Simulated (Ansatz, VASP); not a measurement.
# One calculation of CdO5, two programs

Contents of INCAR:

```
SYSTEM = CdO5
PREC = Accurate
ENCUT = 520
EDIFF = 1E-7
ISMEAR = 0
SIGMA = 0.1
LREAL = .False.
LASPH = .True.
NELM = 80
ALGO = Normal
ISIF = 2
LWAVE = .False.
LCHARG = .True.
GGA = PE
LELF = .True.
LVHAR = .True.
NBANDS = 30
```

Contents of KPOINTS:

```
Automatic mesh
0
Gamma
  4 4 4
  0 0 0
```

File POSCAR:

```
CdO5
1.0
    0.0000000000      3.2639355000      3.2639355000
    3.2639355000      0.0000000000      3.2639355000
    3.2639355000      3.2639355000      0.0000000000
Cd O
1 5
Direct
    0.0000000000      0.0000000000      0.0000000000
    0.2500000000      0.2500000000      0.2500000000
    0.1250000000      0.6250000000      0.6250000000
    0.6250000000      0.6250000000      0.6250000000
    0.6250000000      0.1250000000      0.6250000000
    0.6250000000      0.6250000000      0.1250000000
```

Input for Ansatz:

```yaml
crystal:
  lattice:
    - [0.0, 3.2639355, 3.2639355]
    - [3.2639355, 0.0, 3.2639355]
    - [3.2639355, 3.2639355, 0.0]
  atoms:
    - { symbol: Cd, position: [0.0, 0.0, 0.0] }
    - { symbol: O, position: [0.25, 0.25, 0.25] }
    - { symbol: O, position: [0.125, 0.625, 0.625] }
    - { symbol: O, position: [0.625, 0.625, 0.625] }
    - { symbol: O, position: [0.625, 0.125, 0.625] }
    - { symbol: O, position: [0.625, 0.625, 0.125] }
basis:
  ecutwfc: 420
kpoints:
  mp_grid: { grid: [4, 4, 4] }
hamiltonian:
  xc: pbe
scf:
  occupations: { method: gaussian, width: 0.1 }
  lower_state_search: "off"
output:
  forces: true
  stress: true
  eigenvalues: true
```

Change from the starting cell: species swapped into the ZrCu5 type (F-43m, No. 216).

Alike in both runs: task single point; functional PBE; k mesh 4 × 4 × 4; occupations gaussian, width 0.1 eV; no spin polarisation.

```csv
,VASP,Ansatz
version,VASP 6.6.1,Ansatz 0.2.0
potentials or method,"VASP PAW PBE potentials, release 64 (Cd, O), cutoff 520 eV","scalar-relativistic, plane waves, PAW"
valence electrons in the cell,42,50
```

|  | VASP | Ansatz | Ansatz less VASP |
| --- | --- | --- | --- |
| gap on the k mesh at the Fermi level (eV) | none | none | - |
| pressure (GPa) | -13.4 | -13.4 | -0.04 |

A gap of «none» marks a metal or a gap that the smearing closes. VASP's potentials hold 42 valence electrons a cell and Ansatz's 50, so a difference there can come from the potentials and not from the codes.

The k mesh is coarse, so the values compare programs but aren't converged.
